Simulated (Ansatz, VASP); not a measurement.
**One calculation of CdS, two programs**

```xyz
2
Lattice="3.4160 0.0000 0.0000 0.0000 3.4160 0.0000 0.0000 0.0000 4.4774" Properties=species:S:1:pos:R:3 pbc="T T T"
Cd    1.7080    1.7080    2.2387
S     0.0000    0.0000    0.0000
```

Alike in both runs: task relaxation of cell and atoms; functional PBE; k mesh 6 × 6 × 4; occupations gaussian, width 0.1 eV; no spin polarisation.

|  | VASP | Ansatz |
| --- | --- | --- |
| version | VASP 6.6.1 | Ansatz 0.2.0 |
| potentials or method | VASP PAW PBE potentials, release 64 (Cd, S), cutoff 600 eV | scalar-relativistic, plane waves, PAW |
| valence electrons in the cell | 18 | 26 |

Ansatz gave:

| Quantity | Value |
| --- | --- |
| gap on the k mesh at the Fermi level, each at its own relaxed structure (eV) | none |
| relaxed volume (Å³/atom) | 19.86 |
| relaxed cell length with the largest relative difference (Å) | 3.457 |

Question: Which values does VASP return?

Answer: gap on the k mesh at the Fermi level, each at its own relaxed structure (eV): none; relaxed volume (Å³/atom): 19.95; relaxed cell length with the largest relative difference (Å): 3.469.

A gap of «none» marks a metal or a gap that the smearing closes. VASP's potentials hold 18 valence electrons a cell and Ansatz's 26, so a difference there can come from the potentials and not from the codes.

Noted on VASP's run: the volume moved by over 15 % at a fixed basis, so the end points are rough.
